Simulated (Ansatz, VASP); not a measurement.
## Two plane-wave programs on Cd2S

```
Cd S
1.0
     3.90911    0.00000    0.00000
    -1.95456    3.38539    0.00000
     0.00000    0.00000    5.73068
Cd S
2 1
Cartesian
  0.0000 2.2569 5.3451
  1.9546 1.1285 3.3165
  0.0000 2.2569 2.0957
```

Alike in both runs: task single point; functional LDA; k mesh 7 × 7 × 4; occupations fermi-dirac, width 0.05 eV; no spin polarisation.

|  | VASP | Ansatz |
| --- | --- | --- |
| version | VASP 6.6.1 | Ansatz 0.2.0 |
| potentials or method | VASP PAW LDA potentials, release 64 (Cd, S) | Ansatz PAW |
| plane-wave cutoff (eV) | 520 | 420 |
| valence electrons in the cell | 30 | 46 |

Ansatz gave:

| Quantity | Value |
| --- | --- |
| gap on the k mesh at the Fermi level (eV) | 0.47 |
| least direct gap on the mesh (eV) | 0.89 |
| pressure (GPa) | -3.5 |
| traceless stress, the component that is largest in VASP (GPa) | -0.55 |
| rms of the force components (eV/Å) | 0.035 |

Task: Estimate VASP's values.

Result: gap on the k mesh at the Fermi level (eV): 0.47; least direct gap on the mesh (eV): 0.89; pressure (GPa): -3.1; traceless stress, the component that is largest in VASP (GPa): -0.41; rms of the force components (eV/Å): 0.042.

LDA's correlation is that of Perdew and Zunger in VASP and of Perdew and Wang (1992) in Ansatz. Atom by atom the forces differ by 0.011 eV/Å (rms over components). VASP's potentials hold 30 valence electrons a cell and Ansatz's 46, so a difference there can come from the potentials and not from the codes.

Noted on Ansatz's run: odd divisions of the mesh miss points on the zone boundary, where band edges often lie, so the gap on the mesh can be too wide.
